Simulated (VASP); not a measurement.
Runs of VASP 6.6.1 on Ge. The structure is that of space group Cmmm (No. 65), or close to it. The cells are those of the table. 

| cell | gap on the mesh (eV) | pressure (GPa) |
| --- | --- | --- |
| a = 2.899, b = 2.899, c = 2.649 Å, angles 90.0, 90.0, 123.5°, 1 atom | none | -0.7 |
| a = 2.952, b = 2.952, c = 2.698 Å, angles 90.0, 90.0, 123.5°, 1 atom | none | (b) |
| a = 2.926, b = 2.926, c = 2.674 Å, angles 90.0, 90.0, 123.5°, 1 atom | none | -2.6 |
| a = 3.004, b = 3.004, c = 2.745 Å, angles 90.0, 90.0, 123.5°, 1 atom | none | (a) |
| a = 2.978, b = 2.978, c = 2.722 Å, angles 90.0, 90.0, 123.5°, 1 atom | none | -5.7 |

Alike in all rows: task single point; level PBEsol; potentials or basis VASP PAW PBE potentials, release 64 (Ge_d); no spin polarisation; k mesh 12 × 12 × 11; cutoff (eV) 520; smearing fermi-dirac 0.1 eV.

Q: Estimate the missing entries.

A: (a) -6.9; (b) -4.3.

Caveats: the PAW data sets were made with another functional, which shifts forces and pressure a little; the cell stands under tension (at least some runs).

A k mesh can miss the band edges, and the runs leave out spin-orbit coupling on Ge.

A gap of «none» marks levels without a gap at the run's occupations.
